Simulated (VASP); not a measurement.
Wanted: the native input for a VASP 6.6.1 run.

| Quantity | Value |
| --- | --- |
| Task | single point |
| Functional | b88 exchange, pbe correlation |
| Potentials or basis | VASP PAW PBE potentials, release 64 (Al, N) |
| Cutoff | 600 eV |
| k mesh | 10 × 10 × 10 |
| Occupations | fermi-dirac, width 0.05 eV |
| Spin | no spin polarisation |
| Dipole correction | no |
| Further INCAR settings | ALGO = Normal; EDIFF = 1e-06; NBANDS = 11 |

The structure of AlN lies in POSCAR:

```
AlN
1.0
    0.0000000000      2.1394097525      2.1394097525
    2.1394097525      0.0000000000      2.1394097525
    2.1394097525      2.1394097525      0.0000000000
Al N
1 1
Direct
    0.0000000000      0.0000000000      0.0000000000
    0.2500000000      0.2500000000      0.2500000000
```

These files were run (other wordings do the same):

INCAR

```
PREC     = Accurate       # precision mode
ENCUT    = 600            # plane-wave cutoff, eV
EDIFF    = 1E-6           # SCF threshold, eV
ISMEAR   = -1             # smearing method
SIGMA    = 0.05           # smearing width, eV
LREAL    = F              # projectors in reciprocal space
LASPH    = T              # aspherical terms in the spheres
NELM     = 120            # most SCF steps
ALGO     = Normal         # electronic algorithm
ISIF     = 2              # what is computed and relaxed
LWAVE    = F              # write WAVECAR
LCHARG   = F              # write CHGCAR
GGA      = LIBXC          # functional
LIBXC1   = GGA_X_B88    
LIBXC2   = GGA_C_PBE    
NBANDS   = 11             # bands
GGA_COMPAT= F
```

KPOINTS

```
regular mesh
0
Gamma
  10 10 10
```

Potentials or basis: VASP PAW PBE potentials, release 64 (Al, N).

The run is started by

```sh
$ cat potpaw_PBE.64/Al/POTCAR potpaw_PBE.64/N/POTCAR > POTCAR
$ mpirun -np 1 vasp_std > vasp.out
```

Results of the run:

| Quantity | Value |
| --- | --- |
| Pressure | 19.3 GPa |
| Band gap on the k mesh | 3.37 eV (least direct gap 4.77 eV) |

Caveat: the cell stands under pressure; the PAW data sets were made with another functional, which shifts forces and pressure a little.

It took 15 s on 1 thread of AMD EPYC 7R43 64-Core Processor (Zen 3), with other jobs on the host, peak memory 0.1 GiB.
